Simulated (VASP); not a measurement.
Here is a VASP 6.6.1 calculation.

File INCAR:

```
SYSTEM = CuO
PREC = Accurate
ENCUT = 820
EDIFF = 1E-6
ISMEAR = -1
SIGMA = 0.05
LREAL = .FALSE.
LASPH = .TRUE.
NELM = 120
ALGO = Normal
ISIF = 2
LWAVE = .FALSE.
LCHARG = .FALSE.
GGA = PE
NBANDS = 60
GGA_COMPAT = .FALSE.
```

KPOINTS

```
regular mesh
0
G
  4 3 2
  0 0 0
```

Contents of POSCAR:

```
CuO
1.0
   -2.3418500000      1.7113000000      0.0000000000
    0.8500300000      0.0000000000     -5.0578700000
   -2.3418500000     -5.1339000000      0.0000000000
Cu O
4 4
Direct
    0.2479969100      0.0006014900      0.2432966400
    0.7479969100      0.0006014900      0.7432966400
    0.9979969100      0.5006014900      0.4932966400
    0.4979969100      0.5006014900      0.9932966400
    0.7071969100      0.7506014900      0.2840966400
    0.2071969100      0.7506014900      0.7840966400
    0.7887969100      0.2506014900      0.2024966400
    0.3048216600      0.2457895500      0.7561235500
```

Potentials or basis: VASP PAW PBE potentials, release 64 (Cu_sv_GW, O).

Run with:

```console
$ cat potpaw_PBE.64/Cu_sv_GW/POTCAR potpaw_PBE.64/O/POTCAR > POTCAR
$ mpirun -np 1 vasp_std > vasp.out
```

Q: What does it give for the pressure?

A: 8.2 GPa.

Q: Estimate the band gap on the k mesh.

A: Zero (bands 50 and 51 overlap by 0.36 eV).

Stress tensor (GPa, compression positive):
```
6.58 1.28 2.05
1.28 8.73 2.35
2.05 2.35 9.21
```

Caveat: the k points lie up to 0.57 Å⁻¹ apart; semilocal functionals underestimate gaps, and a narrow one can read as zero; semilocal functionals often make such compounds metallic where correlation or magnetic order opens a gap, which also shifts bond lengths; forces of over 1 eV/Å act on the atoms, so gaps and moduli don't describe the material at rest. With open d or f shells a metallic result of PBE can be an artefact of self-interaction; +U or a hybrid may open a gap.
